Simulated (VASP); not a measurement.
# Hf7AlO16 (a cell with a defect) in VASP: single point with PBE

Aim: the single point of Hf7AlO16 (a cell with a defect) with PBE.

Program: VASP 6.6.1. These are calculated values, not measurements. Logs are shortened: lines on timing, memory, paths and dates and some standing lists are left out, and cuts for length are marked.

## 1. The cell of the first run

The cell holds a defect, 24 atoms: a = 7.404 Å, b = 6.732 Å, c = 7.286 Å, α = 63.61°, β = 65.35°, γ = 61.84°.

## 2. Single point, PBE, collinear spin

Contents of INCAR:

```
SYSTEM = Hf7AlO16
PREC = Accurate
ENCUT = 520
EDIFF = 1E-6
ISMEAR = -1
SIGMA = 0.01
LREAL = Auto
LASPH = .TRUE.
NELM = 150
ALGO = Normal
ISIF = 2
LWAVE = .FALSE.
LCHARG = .FALSE.
ISPIN = 2
MAGMOM = 1 0 0 0 0 0 0 0 0 0 0 0 0 0 0 0 0 0 0 0 0 0 0 0
LORBIT = 11
LMAXMIX = 4
GGA = PE
NBANDS = 106
KPAR = 4
```

Contents of KPOINTS:

```
Automatic mesh
0
G
  3 3 3
  0 0 0
```

Contents of POSCAR:

```
Hf7AlO16
1.0
   -0.8586630598      5.1857000000      5.2138671406
    4.2593369402      0.0000000000      5.2138671406
    5.1180000000      5.1857000000      0.0000000000
Al Hf O
1 7 16
Direct
    0.9674545110      0.2042915675      0.0502196550
    0.4899904362      0.7215899196      0.5539097018
    0.0556784619      0.2355695588      0.4843297810
    0.5611713619      0.7293381460      0.9866991817
    0.5230526635      0.2743438112      0.4384056179
    0.0111330447      0.7725899026      0.9513746105
    0.4396077048      0.2680502825      0.0100126015
    0.9535105034      0.7633302134      0.5062959477
    0.3992406207      0.0785061708      0.3673934430
    0.9022731886      0.5550352988      0.8951055999
    0.8735778071      0.1746396022      0.3645602795
    0.3664349497      0.6651582914      0.8849863205
    0.1249332217      0.4335282020      0.1556339448
    0.6188939565      0.9143663426      0.6380711250
    0.6382279084      0.3399508419      0.1002398821
    0.1297596906      0.8450648470      0.6095156731
    0.2756080707      0.0658598840      0.0226124109
    0.8054279803      0.5422395783      0.5279041320
    0.0179206602      0.1311503127      0.8112814641
    0.5134380779      0.6351616716      0.3039679220
    0.1995822570      0.4526924299      0.4816022672
    0.6900279119      0.9544874645      0.9769447661
    0.4827183261      0.3688685050      0.6913208305
    0.9657776504      0.8820342222      0.1955320851
```

Potentials or basis: VASP PAW PBE potentials, release 64 (Al, Hf_pv, O).

Started as:

```console
$ cat potpaw_PBE.64/Al/POTCAR potpaw_PBE.64/Hf_pv/POTCAR potpaw_PBE.64/O/POTCAR > POTCAR
$ mpirun -np 4 vasp_std > vasp.out
```

OUTCAR:

```text
SYSTEM = Hf7AlO16
   PREC = Accurate
   ENCUT = 520
   EDIFF = 1E-6
   ISMEAR = -1
   LREAL = Auto
   LASPH = .TRUE.
   NELM = 150
   ISIF = 2
   ISPIN = 2
   LORBIT = 11
   GGA = PE

 ion  position               nearest neighbor table
   1  0.967  0.204  0.050-  19 1.86  24 1.95  17 1.97  10 2.02  11 2.04  15 2.09   6 3.14   5 3.32
                             8 3.33   4 3.38   3 3.59   7 3.60
   2  0.490  0.722  0.554-  18 2.03  20 2.07   9 2.10  12 2.11  23 2.15  16 2.30  14 2.31   5 3.35
                             7 3.40   4 3.43   8 3.44   3 3.44   6 3.50   5 3.54
   3  0.056  0.236  0.484-  18 2.07  19 2.09  13 2.14  11 2.14  21 2.17   9 2.18  16 2.23   8 3.33
                             7 3.43   2 3.44   5 3.46   6 3.47   8 3.52   1 3.59
   4  0.561  0.729  0.987-  20 2.02  22 2.10  12 2.14  10 2.17  15 2.22  14 2.23  17 2.28   7 3.37
                             5 3.37   6 3.37   1 3.38   2 3.43   8 3.49   7 3.54
   5  0.523  0.274  0.438-  21 2.07  23 2.07  14 2.14  15 2.15  20 2.16  11 2.23   9 2.23   1 3.32
                             2 3.35   4 3.37   8 3.42   7 3.45   3 3.46   2 3.54
   6  0.011  0.773  0.951-  24 2.06  22 2.07  13 2.08  16 2.17  19 2.18  10 2.21  12 2.27   1 3.14
                             4 3.37   7 3.38   3 3.47   8 3.47   2 3.50   8 3.86
   7  0.440  0.268  0.010-  23 2.03  13 2.08  22 2.08  15 2.14  17 2.17  12 2.27   9 2.29   4 3.37
                             6 3.38   2 3.40   3 3.43   5 3.45   4 3.54   1 3.60
   8  0.954  0.763  0.506-  24 2.02  21 2.05  16 2.11  14 2.14  18 2.15  11 2.35  10 2.49   3 3.33
                             1 3.33   5 3.42   2 3.44   6 3.47   4 3.49   3 3.52   6 3.86
   9  0.399  0.079  0.367-   2 2.10   3 2.18   5 2.23   7 2.29
  10  0.902  0.555  0.895-   1 2.02   4 2.17   6 2.21   8 2.49
  11  0.874  0.175  0.365-   1 2.04   3 2.14   5 2.23   8 2.35
  12  0.366  0.665  0.885-   2 2.11   4 2.14   6 2.27   7 2.27
  13  0.125  0.434  0.156-   7 2.08   6 2.08   3 2.14
  14  0.619  0.914  0.638-   5 2.14   8 2.14   4 2.23   2 2.31
  15  0.638  0.340  0.100-   1 2.09   7 2.14   5 2.15   4 2.22
  16  0.130  0.845  0.610-   8 2.11   6 2.17   3 2.23   2 2.30
  17  0.276  0.066  0.023-   1 1.97   7 2.17   4 2.28
  18  0.805  0.542  0.528-   2 2.03   3 2.07   8 2.15
  19  0.018  0.131  0.811-   1 1.86   3 2.09   6 2.18
  20  0.513  0.635  0.304-   4 2.02   2 2.07   5 2.16
  21  0.200  0.453  0.482-   8 2.05   5 2.07   3 2.17
  22  0.690  0.954  0.977-   6 2.07   7 2.08   4 2.10
  23  0.483  0.369  0.691-   7 2.03   5 2.07   2 2.15
  24  0.966  0.882  0.196-   1 1.95   8 2.02   6 2.06

  LATTYP: Found a base centered monoclinic cell.
 ALAT       =    10.2360000000
 B/A-ratio  =     1.0132278234
 C/A-ratio  =     0.6577262167
 COS(beta)  =    -0.6326544493

  Lattice vectors:

 A1 = (  -5.1180000000,   5.1857000000,   0.0000000000)
 A2 = (  -5.1180000000,  -5.1857000000,   0.0000000000)
 A3 = (   4.2593369402,   0.0000000000,   5.2138671406)

Analysis of symmetry for initial positions (statically):
=====================================================================
 Subroutine PRICEL returns:
 Original cell was already a primitive cell.

 Routine SETGRP: Setting up the symmetry group for a
[... 222 lines left out ...]

 spin component 1

 k-point     1 :       0.0000    0.0000    0.0000
  band No.  band energies     occupation
      1     -26.6297      1.00000
      2     -26.5655      1.00000
      3     -26.5604      1.00000
      4     -26.5403      1.00000
      5     -26.4599      1.00000
      6     -26.4065      1.00000
[... 1375 lines left out ...]
     95       9.0110      0.00000
     96       9.1736      0.00000
 Fermi energy:         2.9941064972

 spin component 2

 k-point     1 :       0.0000    0.0000    0.0000
  band No.  band energies     occupation
      1     -26.6285      1.00000
      2     -26.5640      1.00000
      3     -26.5590      1.00000
      4     -26.5387      1.00000
      5     -26.4582      1.00000
      6     -26.4038      1.00000
[... 1375 lines left out ...]
     95       8.9925      0.00000
     96       9.1627      0.00000
 [bands above 96 left out]

------------------------ aborting loop because EDIFF is reached ----------------------------------------

  FORCE on cell =-STRESS in cart. coord.  units (eV):
  Direction    XX          YY          ZZ          XY          YZ          ZX
  --------------------------------------------------------------------------------------
  -------------------------------------------------------------------------------------
  Total       -2.2014754     -6.8223398      0.2440823      3.3463442      0.4763521      0.8371931
  in kB      -12.7446171    -39.4953803      1.4130228     19.3724064      2.7576621      4.8466157
  external PRESSURE =     -16.9423249 kB  Pullay stress =       0.0000000 kB

 VOLUME and BASIS-vectors are now :
 -----------------------------------------------------------------------------
  energy-cutoff  :      520.00
  volume of cell :      276.76
      direct lattice vectors                 reciprocal lattice vectors
    -0.858663060  5.185700000  5.213867141    -0.097694412  0.096418998  0.079808980
     4.259336940  0.000000000  5.213867141     0.097694412 -0.096418998  0.111987238
     5.118000000  5.185700000  0.000000000     0.097694412  0.096418998 -0.079808980

 POSITION                                       TOTAL-FORCE (eV/Angst)
 -----------------------------------------------------------------------------------
      0.29645      5.27735      6.10933        -0.001259     -0.006169      0.002797
      5.48767      5.41335      6.31702        -0.050830      0.009937     -0.054651
      3.43436      2.80032      1.51853         0.045273      0.005071      0.081304
      7.67457      8.02679      6.72855         0.017467      0.054347      0.031664
      2.96316      4.98583      4.15752         0.044749     -0.028255      0.063769
      8.15030      4.99128      4.08623         0.046999     -0.002036      0.041862
[... 16 lines left out ...]
      4.69482      6.08821      4.44006         0.015489     -0.009480      0.032785
      3.92834      6.02220      9.63425        -0.038457      0.046807     -0.077043
 -----------------------------------------------------------------------------------
    total drift:                                0.012710     -0.000022     -0.005992

  FREE ENERGIE OF THE ION-ELECTRON SYSTEM (eV)
  ---------------------------------------------------
  free  energy   TOTEN  =      -232.8036559333 eV

  energy  without entropy=     -232.8024000885  energy(sigma->0) =     -232.80302801

 total charge

# of ion       s       p       d       tot
------------------------------------------
    1        0.287   0.329   0.000   0.617
    2        0.316   6.629   1.482   8.428
    3        0.311   6.617   1.452   8.380
    4        0.306   6.595   1.437   8.339
    5        0.310   6.615   1.449   8.375
    6        0.312   6.621   1.472   8.404
[... 16 lines left out ...]
   23        1.564   3.538   0.000   5.102
   24        1.564   3.551   0.000   5.115
--------------------------------------------------
tot         27.447 103.041  10.240 140.728

 magnetization (x)

# of ion       s       p       d       tot
------------------------------------------
    1        0.001   0.002   0.000   0.003
    2        0.000  -0.000   0.002   0.002
    3        0.001   0.001   0.008   0.009
    4        0.001   0.000   0.006   0.007
    5        0.000   0.000   0.004   0.005
    6        0.001   0.001   0.007   0.009
[... 16 lines left out ...]
   23       -0.001  -0.052   0.000  -0.053
   24       -0.001  -0.046   0.000  -0.046
--------------------------------------------------
tot         -0.008  -0.858   0.042  -0.824
```

Run time: 13 min. Hardware: 4 MPI ranks of Intel Xeon Platinum 8259CL at 2.50GHz (Skylake/Cascade Lake), shared host; peak memory 0.83 GiB.

What came out:

```yaml
Free_energy: -232.8037 eV
Pressure: -1.7 GPa
Largest_force: 0.167 eV/Å
Band_gap_on_the_k_mesh: zero (filled and empty bands overlap)
Net_moment: -1.00 μB per cell
Site_moments: Al +0.00; Hf +0.00, +0.01 (each value once); O -0.01, -0.02, -0.10, -0.00, -0.27, -0.04, -0.14, -0.03, -0.06, -0.05 (each value once) μB
Valence_electrons_inside_the_program's_atomic_spheres: Al 0.62; Hf 8.43, 8.38, 8.34, 8.40, 8.41, 8.39 (each value once); O 5.10, 5.05, 5.07, 5.09, 4.99, 5.11, 5.12 (each value once)
```

Forces on the atoms (eV/Å):
```
Al  -0.001 -0.006  0.003
Hf  -0.051  0.010 -0.055
Hf   0.045  0.005  0.081
Hf   0.017  0.054  0.032
Hf   0.045 -0.028  0.064
Hf   0.047 -0.002  0.042
Hf  -0.015  0.003 -0.029
Hf  -0.057 -0.037 -0.059
O    0.050  0.008 -0.014
O    0.105 -0.054  0.064
O    0.057  0.064 -0.049
O   -0.049  0.005  0.008
O   -0.030  0.029  0.034
O   -0.045  0.001  0.017
O    0.102 -0.072 -0.063
O    0.041 -0.019 -0.015
O   -0.030  0.086  0.094
O    0.007  0.004  0.044
O   -0.138 -0.079 -0.053
O   -0.039  0.013 -0.028
O   -0.016 -0.014 -0.030
O   -0.023 -0.008 -0.043
O    0.015 -0.009  0.033
O   -0.038  0.047 -0.077
```

Stress tensor (GPa, compression positive):
```
-1.27  1.94  0.48
 1.94 -3.95  0.28
 0.48  0.28  0.14
```

Caveat: the k points lie up to 0.37 Å⁻¹ apart; spin-orbit coupling is left out, which moves the levels of the heavy elements.
